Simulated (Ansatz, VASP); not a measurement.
## Two plane-wave programs on Sn2H3Br

```
Sn H Br
1.0
     0.00000    3.80891    5.21337
     3.18034    0.00000    5.21337
     3.18034    3.80891    0.00000
Sn H Br
2 3 1
Direct
  0.32981 0.32981 0.17019
  0.82981 0.82981 0.67019
  0.83128 0.83128 0.16872
  0.60660 0.26873 0.73127
  0.26873 0.60660 0.39340
  0.13378 0.13378 0.86622
```

Change from the starting cell: species swapped into the CrFe3B2 type (Fmm2, No. 42).

Alike in both runs: functional PBE; k mesh 3 × 3 × 3; occupations gaussian, width 0.15 eV; no spin polarisation.

Ansatz relaxed the structure, and its values are those at the end. VASP's run is a single point on that final structure, the one shown.

```csv
,VASP,Ansatz
version,VASP 6.6.1,Ansatz 0.2.0
potentials or method,"VASP PAW PBE potentials, release 64 (Sn_d, H, Br), cutoff 520 eV","scalar-relativistic, plane waves, PAW"
valence electrons in the cell,38,38
```

```tsv
	VASP	Ansatz	Ansatz less VASP
gap on the k mesh at the Fermi level (eV)	0.47	0.46	-0.002
least direct gap on the mesh (eV)	0.65	0.64	-0.008
pressure (GPa)	0.0	0.1	+0.06
rms of the force components (eV/Å)	0.007	0.007	-0.0002
```

The k mesh is coarse, so the values compare programs but aren't converged.
